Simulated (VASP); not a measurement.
A run of VASP 6.6.1 is set up as follows.

INCAR

```
PREC = Accurate
ENCUT = 600
EDIFF = 1E-6
ISMEAR = -1
SIGMA = 0.1
LREAL = False
LASPH = True
NELM = 100
ALGO = Normal
ISIF = 4
LWAVE = False
LCHARG = False
GGA = PE
IBRION = 2
NSW = 50
EDIFFG = -0.005
```

Contents of KPOINTS:

```
Automatic mesh
0
Gamma
  18 18 10
```

Contents of POSCAR:

```
Rh
1.0
    2.5089348249      0.0000000000      0.0000000000
   -1.2544674124      2.1728012948      0.0000000000
    0.0000000000      0.0000000000      4.0418391855
Rh
2
Direct
    0.3333333333      0.6666666667      0.2500000000
    0.6666666667      0.3333333333      0.7500000000
```

Potentials or basis: VASP PAW PBE potentials, release 64 (Rh_pv).

Command:

```bash
$ cat potpaw_PBE.64/Rh_pv/POTCAR > POTCAR
$ mpirun -np 1 vasp_std > vasp.out
```

Problem. Predict the band gap on the k mesh.

Solution. Zero (bands 15 and 16 overlap by 3.43 eV).

The path:
| step | energy change (eV) | largest force (eV/Å) | pressure (GPa) | volume (Å³) |
| --- | --- | --- | --- | --- |
| 1 | 0.0000 | 0.0000 | 118.07 | 22.03 |
| 2 | 0.0005 | 0.0000 | 118.03 | 22.03 |
| 3 | -0.0009 | 0.0000 | 118.05 | 22.03 |
